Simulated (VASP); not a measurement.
# Ga4SbAs (F-43m) in VASP: single point with PBE

Aim: the single point of Ga4SbAs with PBE.

All numbers are computed with VASP 6.6.1; they aren't measurements. Logs are shortened: lines on timing, memory, paths and dates and some standing lists are left out, and cuts for length are marked.

## Step 1: The cell of the first run

Symmetry: F-43m, No. 216, cubic system. Conventional cell: a = 9.607 Å, b = 9.607 Å, c = 9.607 Å, α = 90.00°, β = 90.00°, γ = 90.00°. Within 3.4 Å of Ga (site symmetry 3m) lie 3 Ga at 2.57 Å and 1 Sb at 2.59 Å. Sb (site symmetry -43m) has 4 Ga at 2.59 Å within 3.4 Å. As (site symmetry -43m) has 12 Ga at 4.10 Å and 4 Sb at 4.16 Å within 5.4 Å.

## Step 2: Single point, PBE

File POSCAR:

```
Ga4SbAs
1.0
    0.0000000000      4.8034489185      4.8034489185
    4.8034489185      0.0000000000      4.8034489185
    4.8034489185      4.8034489185      0.0000000000
Ga Sb As
4 1 1
Direct
    0.9053695700      0.2838912900      0.9053695700
    0.9053695700      0.9053695700      0.9053695700
    0.2838912900      0.9053695700      0.9053695700
    0.9053695700      0.9053695700      0.2838912900
    0.7500000000      0.7500000000      0.7500000000
    0.5000000000      0.5000000000      0.5000000000
```

File INCAR.step1:

```
ALGO = Fast
EDIFF = 1E-6
ENCUT = 520
GGA = PE
ISIF = 2
ISMEAR = 0
LASPH = True
LCHARG = True
LREAL = False
LWAVE = False
NBANDS = 40
NELM = 100
PREC = Accurate
SIGMA = 0.1
```

File KPOINTS.step1:

```
k-points
0
Gamma
  8 8 8
```

File INCAR.step2:

```
ALGO = Fast
EDIFF = 1E-6
ENCUT = 520
GGA = PE
ICHARG = 11
ISIF = 2
ISMEAR = -5
LASPH = True
LCHARG = False
LORBIT = 11
LREAL = False
LWAVE = False
NEDOS = 2001
NELM = 100
PREC = Accurate
SIGMA = 0.1
```

File KPOINTS.step2:

```
k-points
0
Gamma
  12 12 12
```

Potentials or basis: VASP PAW PBE potentials, release 64 (Ga_d, Sb, As).

The run is started by

```console
cat potpaw_PBE.64/Ga_d/POTCAR potpaw_PBE.64/Sb/POTCAR potpaw_PBE.64/As/POTCAR > POTCAR
cp INCAR.step1 INCAR
cp KPOINTS.step1 KPOINTS
mpirun -np 1 vasp_std > vasp.out
cp INCAR.step2 INCAR
cp KPOINTS.step2 KPOINTS
mpirun -np 1 vasp_std > vasp.out
```

OUTCAR:

```text
EDIFF = 1E-6
   ENCUT = 520
   GGA = PE
   ICHARG = 11
   ISIF = 2
   ISMEAR = -5
   LASPH = True
   LORBIT = 11
   LREAL = False
   NELM = 100
   PREC = Accurate

 ion  position               nearest neighbor table
   1  0.905  0.284  0.905-   2 2.57   3 2.57   4 2.57   5 2.59
   2  0.905  0.905  0.905-   1 2.57   3 2.57   4 2.57   5 2.59
   3  0.284  0.905  0.905-   1 2.57   2 2.57   4 2.57   5 2.59
   4  0.905  0.905  0.284-   1 2.57   2 2.57   3 2.57   5 2.59
   5  0.750  0.750  0.750-   2 2.59   1 2.59   3 2.59   4 2.59
   6  0.500  0.500  0.500-

  LATTYP: Found a face centered cubic cell.
 ALAT       =     9.6068978370

  Lattice vectors:

 A1 = (   0.0000000000,   4.8034489185,   4.8034489185)
 A2 = (   4.8034489185,   0.0000000000,   4.8034489185)
 A3 = (   4.8034489185,   4.8034489185,   0.0000000000)

Analysis of symmetry for initial positions (statically):
=====================================================================
 Subroutine PRICEL returns:
 Original cell was already a primitive cell.

 Routine SETGRP: Setting up the symmetry group for a
 face centered cubic supercell.

 Subroutine GETGRP returns: Found 24 space group operations
 (whereof 24 operations were pure point group operations)
 out of a pool of 48 trial point group operations.

The static configuration has the point symmetry T_d .

Analysis of symmetry for dynamics (positions and initial velocities):
=====================================================================
 Subroutine PRICEL returns:
 Original cell was already a primitive cell.

 Routine SETGRP: Setting up the symmetry group for a
 face centered cubic supercell.

 Subroutine GETGRP returns: Found 24 space group operations
 (whereof 24 operations were pure point group operations)
 out of a pool of 48 trial point group operations.

The dynamic configuration has the point symmetry T_d .

 Subroutine INISYM returns: Found 24 space group operations
 (whereof 24 operations are pure point group operations),
 and found     1 'primitive' translations

----------------------------------------------------------------------------------------

                                     Primitive cell

  volume of cell :     221.6611

  direct lattice vectors                    reciprocal lattice vectors
     0.000000000  4.803448918  4.803448918    -0.104091874  0.104091874  0.104091874
     4.803448918  0.000000000  4.803448918     0.104091874 -0.104091874  0.104091874
     4.803448918  4.803448918  0.000000000     0.104091874  0.104091874 -0.104091874

  length of vectors
     6.793102607  6.793102607  6.793102607     0.180292415  0.180292415  0.180292415

  position of ions in fractional coordinates (direct lattice)
     0.905369570  0.283891290  0.905369570
     0.905369570  0.905369570  0.905369570
     0.283891290  0.905369570  0.905369570
     0.905369570  0.905369570  0.283891290
     0.750000000  0.750000000  0.750000000
     0.500000000  0.500000000  0.500000000

  ion indices of the primitive-cell ions
   primitive index   ion index
                 1           1
                 2           2
                 3           3
                 4           4
                 5           5
                 6           6

----------------------------------------------------------------------------------------

 KPOINTS: k-points

Automatic generation of k-mesh.
 Grid dimensions read from file:
 generate k-points for:   12   12   12

 Generating k-lattice:

  Cartesian coordinates                     Fractional coordinates (reciprocal lattice)
    -0.008674323  0.008674323  0.008674323     0.083333333  0.000000000  0.000000000
     0.008674323 -0.008674323  0.008674323     0.000000000  0.083333333  0.000000000
     0.008674323  0.008674323 -0.008674323     0.000000000  0.000000000  0.083333333

  Length of vectors
     0.015024368  0.015024368  0.015024368

  Shift w.r.t. Gamma in fractional coordinates (k-lattice)
     0.000000000  0.000000000  0.000000000

 TETIRR: Found    247 inequivalent tetrahedra from    10368

 Subroutine IBZKPT returns following result:
 ===========================================

 Found     72 irreducible k-points:

 Following reciprocal coordinates:
            Coordinates               Weight
  0.000000  0.000000  0.000000      1.000000
  0.083333  0.000000  0.000000      8.000000
  0.166667  0.000000  0.000000      8.000000
  0.250000  0.000000  0.000000      8.000000
  0.333333  0.000000  0.000000      8.000000
  0.416667  0.000000  0.000000      8.000000
[... 16 lines left out ...]
  0.500000  0.166667  0.000000     24.000000
 -0.416667  0.166667  0.000000     24.000000
 [... further k-points ...]
   k-points           NKPTS =     72   k-points in BZ     NKDIM =     72   number of bands    NBANDS=     37
   number of dos      NEDOS =   2001   number of ions     NIONS =      6
   total plane-waves  NPLWV = 157464
   dimension x,y,z NGX =    54 NGY =   54 NGZ =   54
   dimension x,y,z NGXF=   108 NGYF=  108 NGZF=  108
   ions per type =               4   1   1
   NGX,Y,Z   is equivalent  to a cutoff of  13.22, 13.22, 13.22 a.u.
   NGXF,Y,Z  is equivalent  to a cutoff of  26.43, 26.43, 26.43 a.u.
 SYSTEM =  unknown system
   PREC   = accura    normal or accurate (medium, high low for compatibility)
   ISTART =      0    job   : 0-new  1-cont  2-samecut
   ICHARG =     11    charge: 1-file 2-atom 10-const
   ISPIN  =      1    spin polarized calculation?
   LNONCOLLINEAR =      F non collinear calculations
   LSORBIT =      F    spin-orbit coupling
   LASPH  =      T    aspherical Exc in radial PAW
   ENCUT  =  520.0 eV  38.22 Ry    6.18 a.u.  12.63 12.63 12.63*2*pi/ulx,y,z
   NELM   =    100;   NELMIN=  2; NELMDL=  0     # of ELM steps
   EDIFF  = 0.1E-05   stopping-criterion for ELM
   LREAL  =      F    real-space projection
   EDIFFG = 0.1E-04   stopping-criterion for IOM
   NSW    =      0    number of steps for IOM
   IBRION =     -1    ionic relax: 0-MD 1-quasi-New 2-CG
   NFREE  =      0    steps in history (QN), initial steepest desc. (CG)
   ISIF   =      2    stress and relaxation
   ISYM   =      2    0-nonsym 1-usesym 2-fastsym
   POTIM  = 0.5000    time-step for ionic-motion
   TEBEG  =    0.0;   TEEND  =   0.0 temperature during run
   PSTRESS=    0.0 pullay stress
   NELECT =      62.0000    total number of electrons
   NUPDOWN=      -1.0000    fix difference up-down
   EMIN   =  10.00;   EMAX   =-10.00  energy-range for DOS
   EFERMI =   0.00;   METHOD = LEGACY
   ISMEAR =    -5;   SIGMA  =   0.10  broadening in eV -4-tet -1-fermi 0-gaus
   EFERMI_NEDOS =   21; number of points for ismear=-14 and -15
   IALGO  =     68    algorithm
   IMIX   =      4    mixing-type and parameters
     AMIX     =   0.40;   BMIX     =  1.00
     AMIX_MAG =   1.60;   BMIX_MAG =  1.00
  volume/ion in A,a.u.               =      36.94       249.31
  Fermi-wavevector in a.u.,A,eV,Ry     =   1.070637  2.023210 15.595861  1.146263
  Thomas-Fermi vector in A             =   2.206353
   LORBIT       =     11    0 simple, 1 ext, 2 COOP (PROOUT), +10 PAW based schemes
   GGA     = PE    functional components
   LHFCALC =     F    Hartree Fock is set to
   AEXX    =    0.0000 exact exchange contribution
   IVDW    =     0    specifies the selected vdW correction
   LEPSILON=     F    determine dielectric tensor
   LRPA    =     F    only Hartree local field effects (RPA)
 non-spin polarized calculation
 RMM-DIIS sequential band-by-band and
 Fermi weights with tetrahedron method with Bloechl corrections
  energy-cutoff  :      520.00
  volume of cell :      221.66
 maximum number of plane-waves:      6002
 NGX is ok and might be reduce to    54

 number of electron      61.9999989 magnetization

 Free energy of the ion-electron system (eV)
  ---------------------------------------------------
  ext. energy  EPLUGINS =         0.00000000
  ---------------------------------------------------
  free energy    TOTEN  =       -16.02428891 eV

  energy without entropy =      -16.02428891  energy(sigma->0) =      -16.02428891

 E-fermi :   1.2287     XC(G=0):  -7.5606

 val. band max:        1.2966327363   @ k =   0.0833   0.0000   0.0000
 cond. band min:       1.1783353115   @ k =   0.1667   0.0000   0.0000
 fundamental gap:     -0.1182974248
 Fermi energy:         1.2287397207

 k-point     1 :       0.0000    0.0000    0.0000
  band No.  band energies     occupation
      1     -14.0974      2.00000
      2     -13.8672      2.00000
      3     -13.8671      2.00000
      4     -13.8671      2.00000
      5     -13.8403      2.00000
      6     -13.8403      2.00000
[... 29 lines left out ...]
     36       5.6433      0.00000
     37       5.6434      0.00000

 k-point     2 :       0.0833    0.0000    0.0000
  band No.  band energies     occupation
      1     -14.0947      2.00000
      2     -13.8670      2.00000
      3     -13.8667      2.00000
      4     -13.8666      2.00000
      5     -13.8402      2.00000
      6     -13.8402      2.00000
[... 29 lines left out ...]
     36       5.3837      0.00000
     37       5.5509      0.00000

 k-point     3 :       0.1667    0.0000    0.0000
  band No.  band energies     occupation
      1     -14.0870      2.00000
      2     -13.8666      2.00000
      3     -13.8652      2.00000
      4     -13.8652      2.00000
      5     -13.8397      2.00000
      6     -13.8397      2.00000
[... 29 lines left out ...]
     36       4.8794      0.00000
     37       5.2287      0.00000
[... 761 lines left out ...]
 k-point    23 :       0.5000    0.1667    0.0000
  band No.  band energies     occupation
      1     -14.0481      2.00000
      2     -13.8655      2.00000
      3     -13.8588      2.00000
      4     -13.8583      2.00000
      5     -13.8383      2.00000
      6     -13.8368      2.00000
[... 29 lines left out ...]
     36       3.6088      0.00000
     37       4.0483      0.00000

 k-point    24 :      -0.4167    0.1667    0.0000
  band No.  band energies     occupation
      1     -14.0473      2.00000
      2     -13.8651      2.00000
      3     -13.8588      2.00000
      4     -13.8583      2.00000
      5     -13.8378      2.00000
      6     -13.8372      2.00000
[... 29 lines left out ...]
     36       3.6747      0.00000
     37       3.8083      0.00000

 [... further k-points ...]
[... 5 lines left out ...]
  --------------------------------------------------------------------------------------
  -------------------------------------------------------------------------------------
  Total        0.0416570      0.0416570      0.0416570      0.0000000      0.0000000      0.0000000
  in kB        0.3010988      0.3010988      0.3010988      0.0000000      0.0000000      0.0000000
  external PRESSURE =       0.3010988 kB  Pullay stress =       0.0000000 kB

 VOLUME and BASIS-vectors are now :
 -----------------------------------------------------------------------------
  energy-cutoff  :      520.00
  volume of cell :      221.66
      direct lattice vectors                 reciprocal lattice vectors
     0.000000000  4.803448918  4.803448918    -0.104091874  0.104091874  0.104091874
     4.803448918  0.000000000  4.803448918     0.104091874 -0.104091874  0.104091874
     4.803448918  4.803448918  0.000000000     0.104091874  0.104091874 -0.104091874

 POSITION                                       TOTAL-FORCE (eV/Angst)
 -----------------------------------------------------------------------------------
      5.71255      8.69779      5.71255        -0.000279      0.000279     -0.000279
      8.69779      8.69779      8.69779         0.000279      0.000279      0.000279
      8.69779      5.71255      5.71255         0.000279     -0.000279     -0.000279
      5.71255      5.71255      8.69779        -0.000279     -0.000279      0.000279
      7.20517      7.20517      7.20517         0.000000     -0.000000     -0.000000
      4.80345      4.80345      4.80345         0.000000      0.000000     -0.000000
 -----------------------------------------------------------------------------------
    total drift:                               -0.032254     -0.032254     -0.032254

  FREE ENERGIE OF THE ION-ELECTRON SYSTEM (eV)
  ---------------------------------------------------
  free  energy   TOTEN  =       -16.0242889133 eV

  energy  without entropy=      -16.0242889133  energy(sigma->0) =      -16.02428891

 total charge

# of ion       s       p       d       tot
------------------------------------------
    1        1.006   0.621   9.955  11.583
    2        1.006   0.621   9.955  11.583
    3        1.006   0.621   9.955  11.583
    4        1.006   0.621   9.955  11.583
    5        1.146   1.323   0.039   2.508
    6        1.310   1.217   0.002   2.529
--------------------------------------------------
tot          6.481   5.025  39.862  51.368
```

Run time: 11 min. Hardware: 1 thread of Intel Xeon 6975P-C (Granite Rapids), shared host; peak memory 0.74 GiB.

Results:

* Valence electrons inside the program's atomic spheres: Ga 11.58; Sb 2.51; As 2.53

Caveat: spin-orbit coupling is left out, which moves the levels of the heavy elements; tetrahedron occupations give inexact forces and stress in metals.
